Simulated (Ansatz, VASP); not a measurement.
SnTe in VASP and in Ansatz

```
Sn Te
1.0
     0.00000    3.11856    3.11856
     3.11856    0.00000    3.11856
     3.11856    3.11856    0.00000
Sn Te
1 1
Direct
  0.00000 0.98182 0.00000
  0.50000 0.51691 0.50000
```

Change from the starting cell: mode 4 frozen in at -0.057 Å and mode 6 at -0.057 Å (largest displacements).

Alike in both runs: task single point; functional LDA; k mesh 10 × 10 × 10; occupations gaussian, width 0.03 eV; no spin polarisation.

|  | VASP | Ansatz |
| --- | --- | --- |
| version | VASP 6.6.1 | Ansatz 0.2.0 |
| potentials or method | VASP PAW LDA potentials, release 64 (Sn_d, Te), cutoff 520 eV | scalar-relativistic, plane waves, PAW |
| valence electrons in the cell | 20 | 30 |

|  | VASP | Ansatz | Ansatz less VASP |
| --- | --- | --- | --- |
| gap on the k mesh at the Fermi level (eV) | 0.15 | 0.14 | -0.013 |
| least direct gap on the mesh (eV) | 0.15 | 0.14 | -0.013 |
| pressure (GPa) | 0.4 | 0.3 | -0.07 |
| traceless stress, the component that is largest in VASP (GPa) | -0.25 | -0.24 | +0.002 |
| rms of the force components (eV/Å) | 0.060 | 0.055 | -0.0054 |

LDA's correlation is that of Perdew and Zunger in VASP and of Perdew and Wang (1992) in Ansatz. Atom by atom the forces differ by 0.005 eV/Å (rms over components). VASP's potentials hold 20 valence electrons a cell and Ansatz's 30, so a difference there can come from the potentials and not from the codes.

Neither program's run includes spin-orbit coupling.
